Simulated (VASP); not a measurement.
Input of a VASP 6.6.1 run:

Contents of INCAR:

```
PREC = Accurate
ENCUT = 520
EDIFF = 1E-7
ISMEAR = 0
SIGMA = 0.1
LREAL = Auto
LASPH = True
NELM = 100
ALGO = Normal
ISIF = 2
LWAVE = False
LCHARG = False
LDIPOL = True
IDIPOL = 3
DIPOL = 0.5 0.5 0.296
GGA = PE
NBANDS = 44
```

KPOINTS

```
regular mesh
0
Gamma
  5 3 1
```

Contents of POSCAR:

```
Al9H
1.0
    5.7086446660      0.0000000000      0.0000000000
   -1.4271611665      9.7033329366      0.0000000000
    0.0000000000      0.0000000000     22.7902708839
Al H
18 2
Direct
    0.2662242802      0.0648971207      0.1755134908
    0.7662242802      0.0648971207      0.1755134908
    0.3354843969      0.3419375876      0.2192156219
    0.8354843969      0.3419375876      0.2192156219
    0.1493364202      0.5973456810      0.2279560482
    0.6493364202      0.5973456810      0.2279560482
    0.4631884436      0.8527537744      0.2366964744
    0.9631884436      0.8527537744      0.2366964744
    0.0319869115      0.1277383811      0.2808269846
    0.5319869115      0.1277383811      0.2808269846
    0.0997952748      0.4042696946      0.3301089530
    0.5997952748      0.4042696946      0.3301089530
    0.4144272444      0.6597110304      0.3369829646
    0.9144272444      0.6597110304      0.3369829646
    0.2263180843      0.9111292163      0.3449343063
    0.7263180843      0.9111292163      0.3449343063
    0.2962616061      0.1814597108      0.3857027821
    0.7962616061      0.1814597108      0.3857027821
    0.6062804321      0.3644752335      0.4194891291
    0.6062804321      0.4848905250      0.4194891291
```

Potentials or basis: VASP PAW PBE potentials, release 64 (Al, H).

Command:

```console
$ cat potpaw_PBE.64/Al/POTCAR potpaw_PBE.64/H/POTCAR > POTCAR
$ mpirun -np 1 vasp_std > vasp.out
```

Question: Estimate the largest force.

Answer: 2.152 eV/Å.

Question: Predict the band gap on the k mesh.

Answer: Zero (bands 28 and 29 overlap by 0.58 eV).

Forces on the atoms (eV/Å):
```
Al  -0.117  0.139  0.022
Al   0.117  0.194 -0.014
Al  -0.051 -0.015 -0.024
Al   0.063 -0.009 -0.047
Al  -0.018 -0.109  0.029
Al   0.019 -0.087  0.108
Al  -0.036 -0.071 -0.126
Al   0.024 -0.070 -0.127
Al   0.006 -0.002 -0.021
Al  -0.029  0.085  0.057
Al   0.033 -0.019 -0.045
Al  -0.009  0.137  0.327
Al  -0.022 -0.082  0.020
Al   0.014 -0.066 -0.036
Al   0.005  0.049 -0.015
Al   0.002  0.054  0.039
Al  -0.058 -0.087 -0.032
Al   0.018 -0.025 -0.001
H   -0.331  2.091  0.136
H    0.368 -2.106 -0.251
```
